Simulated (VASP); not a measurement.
Input of a VASP 6.6.1 run:

Contents of POSCAR:

```
Sn2TeSe
1.0
    4.3809765004      0.0000000000      0.0000000000
    0.0000000000      4.3809765004      0.0000000000
    0.0000000000      0.0000000000      6.2262160171
Se Sn Te
1 2 1
Direct
    0.0000000000      0.0000000000      0.0000000000
    0.0000000000      0.0000000000      0.5000000000
    0.5000000000      0.5000000000      0.0000000000
    0.5000000000      0.5000000000      0.5000000000
```

File INCAR.step1:

```
PREC = Accurate
ENCUT = 520
ISMEAR = -1
SIGMA = 0.02
LREAL = False
LASPH = True
NELM = 80
NBANDS = 28
GGA = PE
ALGO = Normal
EDIFF = 1E-4
LWAVE = True
LCHARG = False
```

File INCAR.step2:

```
PREC = Accurate
ENCUT = 520
EDIFF = 1E-6
ISMEAR = -1
SIGMA = 0.02
LREAL = False
LASPH = True
NELM = 80
ALGO = Normal
ISIF = 2
LWAVE = False
LCHARG = False
METAGGA = R2SCAN
LMIXTAU = True
NBANDS = 28
ISTART = 1
```

Contents of KPOINTS:

```
regular mesh
0
Gamma
  6 6 4
```

Potentials or basis: VASP PAW PBE potentials, release 64 (Se, Sn_d, Te).

Command:

```bash
$ cat potpaw_PBE.64/Se/POTCAR potpaw_PBE.64/Sn_d/POTCAR potpaw_PBE.64/Te/POTCAR > POTCAR
$ cp INCAR.step1 INCAR
$ mpirun -np 1 vasp_std > vasp.out
$ cp INCAR.step2 INCAR
$ mpirun -np 1 vasp_std > vasp.out
```

Question: Predict the pressure.

Answer: 0.0 GPa.

Question: Estimate the band gap on the k mesh.

Answer: 0.16 eV, indirect (least direct gap 0.18 eV).

Caveat: the PAW data sets were made with another functional, which shifts forces and pressure a little; spin-orbit coupling is left out, which moves the levels of the heavy elements. A k mesh can miss the band edges.
